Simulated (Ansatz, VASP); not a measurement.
**Two plane-wave programs on HfH3**

File POSCAR:

```
HfH3
1.0
    3.2033056904      0.0000000000      0.0000000000
    0.0000000000      3.2033056904      0.0000000000
    0.0000000000      0.0000000000      3.2033056904
Hf H
1 3
Direct
    0.0000000000      0.0000000000      0.0000000000
    0.0000000000      0.5000000000      0.5000000000
    0.5000000000      0.0000000000      0.5000000000
    0.5000000000      0.5000000000      0.0000000000
```

The input INCAR.step1:

```
SYSTEM = HfH3
PREC = Accurate
ENCUT = 520
ISMEAR = 0
SIGMA = 0.05
LREAL = .FALSE.
LASPH = .TRUE.
NELM = 100
NBANDS = 14
GGA = PE
ALGO = Normal
EDIFF = 1E-4
LWAVE = .TRUE.
LCHARG = .FALSE.
```

Contents of INCAR.step2:

```
SYSTEM = HfH3
PREC = Accurate
ENCUT = 520
EDIFF = 1E-6
ISMEAR = 0
SIGMA = 0.05
LREAL = .FALSE.
LASPH = .TRUE.
NELM = 100
ALGO = Normal
ISIF = 2
LWAVE = .FALSE.
LCHARG = .FALSE.
METAGGA = R2SCAN
LMIXTAU = .TRUE.
NBANDS = 14
ISTART = 1
```

The input KPOINTS:

```
regular mesh
0
G
  12 12 12
  0 0 0
```

Input for Ansatz:

```yaml
crystal:
  lattice:
    - [3.2033056904, 0.0, 0.0]
    - [0.0, 3.2033056904, 0.0]
    - [0.0, 0.0, 3.2033056904]
  atoms:
    - { symbol: Hf, position: [0.0, 0.0, 0.0] }
    - { symbol: H, position: [0.0, 0.5, 0.5] }
    - { symbol: H, position: [0.5, 0.0, 0.5] }
    - { symbol: H, position: [0.5, 0.5, 0.0] }
basis:
  ecutwfc: 500
  fft_grid_basis: typed
kpoints:
  mp_grid: { grid: [12, 12, 12] }
hamiltonian:
  xc: r2scan
  pseudopotentials: { kind: paw }
scf:
  occupations: { method: gaussian, width: 0.05 }
output:
  forces: true
  stress: true
  eigenvalues: true
  bader: true
  write_density: true
  volumetric_format: npy
  elf: true
```

Alike in both runs: task single point; functional r2SCAN; k mesh 12 × 12 × 12; occupations gaussian, width 0.05 eV; no spin polarisation.

|  | VASP | Ansatz |
| --- | --- | --- |
| version | VASP 6.6.1 | Ansatz 0.2.0 |
| potentials or method | VASP PAW PBE potentials, release 64 (Hf_pv, H), cutoff 520 eV | scalar-relativistic, plane waves, PAW |
| valence electrons in the cell | 13 | 29 |

Ansatz gave:

* gap on the k mesh at the Fermi level (eV): none
* pressure (GPa): -14.4

Problem. Estimate VASP's values.

Solution. gap on the k mesh at the Fermi level (eV): none; pressure (GPa): -15.3.

VASP's potentials were made for PBE, not for r2SCAN. A gap of «none» marks a metal or a gap that the smearing closes. VASP's potentials hold 13 valence electrons a cell and Ansatz's 29, so a difference there can come from the potentials and not from the codes.

Neither program's run includes spin-orbit coupling.
